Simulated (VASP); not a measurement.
Wanted: the native input for a VASP 6.6.1 run.

- Task: single point
- Functional: LDA
- Potentials or basis: VASP PAW LDA potentials, release 64 (C)
- Cutoff: 520 eV
- k mesh: 6 × 6 × 10
- Occupations: gaussian, width 0.05 eV
- Spin: no spin polarisation
- Dipole correction: no
- Further INCAR settings: ALGO = Normal; EDIFF = 1e-07; NBANDS = 26

The structure of C lies in POSCAR:

```
C
1.0
    1.9455273048     -4.3337146136      0.0000000000
    1.9455273048      4.3337146136      0.0000000000
    0.0000000000      0.0000000000      2.4856616114
C
8
Direct
    0.6482879639      0.9815881366      0.0000000000
    0.3517120361      0.0184118634      0.0000000000
    0.0184118634      0.3517120361      0.0000000000
    0.9815881366      0.6482879639      0.0000000000
    0.4045540954      0.2260768148      0.5000000000
    0.5954459046      0.7739231852      0.5000000000
    0.7739231852      0.5954459046      0.5000000000
    0.2260768148      0.4045540954      0.5000000000
```

This cell differs from its parent crystal: strain -0.0750 x Voigt [1, 0, 0, 0, 0, 0].

The input as run:

INCAR

```
SYSTEM = C
PREC = Accurate
ENCUT = 520
EDIFF = 1E-7
ISMEAR = 0
SIGMA = 0.05
LREAL = .FALSE.
LASPH = .TRUE.
NELM = 80
ALGO = Normal
ISIF = 2
LWAVE = .FALSE.
LCHARG = .FALSE.
GGA = CA
NBANDS = 26
```

KPOINTS

```
Automatic mesh
0
G
  6 6 10
  0 0 0
```

Potentials or basis: VASP PAW LDA potentials, release 64 (C).

Run with:

```sh
$ cat potpaw_LDA.64/C/POTCAR > POTCAR
$ mpirun -np 1 vasp_std > vasp.out
```

Results of the run:

The pressure is 46.0 GPa. The largest force is 1.818 eV/Å and the band gap on the k mesh is 2.47 eV, indirect (least direct gap 3.99 eV).

Caveat: the cell differs from its parent crystal (strain -0.0750 x Voigt [1, 0, 0, 0, 0, 0]); forces of over 1 eV/Å act on the atoms, so gaps and moduli don't describe the material at rest.

It took 71 s on 1 thread of Intel Xeon 6975P-C, with other jobs on the host, peak memory 0.17 GiB.
